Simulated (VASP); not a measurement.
# NaSiPt3: density of states with PBE

NaSiPt3:

```
Pt Si Na
1.0
     3.98166    0.00000    0.00000
     0.00000    3.98166    0.00000
     0.00000    0.00000    5.04410
Pt Si Na
3 1 1
Direct
  0.00000 0.50000 0.50000
  0.50000 0.00000 0.50000
  0.50000 0.50000 0.10760
  0.50000 0.50000 0.66500
  0.00000 0.00000 0.00000
```

```
Program                 : VASP 6.6.1
Task                    : density of states
Functional              : PBE
Potentials or basis     : VASP PAW PBE potentials, release 64 (Pt, Si, Na_pv)
Cutoff                  : 520 eV
k mesh                  : 9 × 9 × 7
Occupations             : fermi-dirac, width 0.1 eV
Spin                    : no spin polarisation
Dipole correction       : no
k mesh for the DOS      : 14 × 14 × 11
Occupations for the DOS : tetrahedron
Further INCAR settings  : ALGO = Normal; EDIFF = 1e-06; NBANDS = 28
```

* Valence electrons inside the program's atomic spheres: Pt 9.71, 9.45; Si 1.87; Na 6.08

Levels at points of the mesh, in eV from the Fermi level:
| k point | band 17 | band 18 | band 19 | band 20 | band 21 | band 22 | band 23 | band 24 |
| --- | --- | --- | --- | --- | --- | --- | --- | --- |
| (0.00, 0.00, 0.00) | -1.63 | -1.44 | -0.64 | -0.06 | 0.69 | 0.69 | 0.74 | 5.03 |
| (0.50, 0.00, 0.00) | -2.05 | -1.47 | -1.40 | -1.11 | 0.82 | 2.30 | 3.50 | 3.73 |
| (0.50, 0.50, 0.00) | -1.99 | -1.33 | -1.09 | -0.79 | 0.73 | 1.14 | 1.14 | 3.97 |

Run time: 4.9 min on 1 thread of Intel(R) Xeon(R) Platinum 8259CL CPU @ 2.50GHz (Skylake/Cascade Lake) (shared host), peak memory 0.5 GiB.

Caveat: spin-orbit coupling is left out, which moves the levels of the heavy elements.
